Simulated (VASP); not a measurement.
Wanted: the native input for a VASP 6.6.1 run.

- Task: relaxation of cell and atoms
- Functional: PBE
- Potentials or basis: VASP PAW PBE potentials, release 64 (Ta_pv, B, Mo_sv)
- Cutoff: 600 eV
- k mesh: 12 × 12 × 12
- Occupations: gaussian, width 0.1 eV
- Spin: no spin polarisation
- Dipole correction: no
- Further INCAR settings: ALGO = Normal; EDIFF = 1e-06; IBRION = 2; EDIFFG = -0.01; NSW = 100; ISIF = 3

The structure of TaB3Mo2 lies in POSCAR:

```
TaB3Mo2
1.0
    5.2021720030      0.0000000000      0.0000000000
   -2.6010860015      4.5052131094      0.0000000000
    0.0000000000      0.0000000000      3.1416493734
Ta B Mo
1 3 2
Direct
    0.0000000000      0.0000000000      0.0000000000
    0.5000000000      0.5000000000      0.5000000000
    0.5000000000      0.0000000000      0.5000000000
    0.0000000000      0.5000000000      0.5000000000
    0.6666666667      0.3333333333      0.0000000000
    0.3333333333      0.6666666667      0.0000000000
```

The cell was generated, and may not be a known phase.

These files were run (other wordings do the same):

INCAR

```
PREC     = Accurate       # precision mode
ENCUT    = 600            # plane-wave cutoff, eV
EDIFF    = 1E-6           # SCF threshold, eV
ISMEAR   = 0              # smearing method
SIGMA    = 0.1            # smearing width, eV
LREAL    = F              # projectors in reciprocal space
LASPH    = T              # aspherical terms in the spheres
NELM     = 100            # most SCF steps
ALGO     = Normal         # electronic algorithm
ISIF     = 3              # what is computed and relaxed
LWAVE    = F              # write WAVECAR
LCHARG   = F              # write CHGCAR
GGA      = PE             # functional
IBRION   = 2              # ionic algorithm
NSW      = 100            # ionic steps
EDIFFG   = -0.01          # ionic threshold
```

KPOINTS

```
regular mesh
0
Gamma
  12 12 12
```

Potentials or basis: VASP PAW PBE potentials, release 64 (Ta_pv, B, Mo_sv).

Run with:

```sh
$ cat potpaw_PBE.64/Ta_pv/POTCAR potpaw_PBE.64/B/POTCAR potpaw_PBE.64/Mo_sv/POTCAR > POTCAR
$ mpirun -np 1 vasp_std > vasp.out
```

Results of the run:

```yaml
Relaxed_volume: 12.29 Å³/atom
Relaxed_cell: a = 5.190 Å, b = 5.190 Å, c = 3.161 Å, α = 90.00°, β = 90.00°, γ = 120.00°
Space_group_after_relaxing_to_0.1_Å: P6/mmm (No. 191)
Energy_gained_by_relaxing: 0.4 meV/atom
Ionic_steps: 5
Pressure_after_relaxing: 0.0 GPa
Band_gap_on_the_k_mesh: zero (bands 24 and 25 overlap by 1.37 eV)
```

Caveat: spin-orbit coupling is left out, which moves the levels of the heavy elements.

Wall time 8.2 min on 1 thread of Intel(R) Xeon(R) 6975P-C (Granite Rapids) (shared host), peak memory 0.48 GiB.
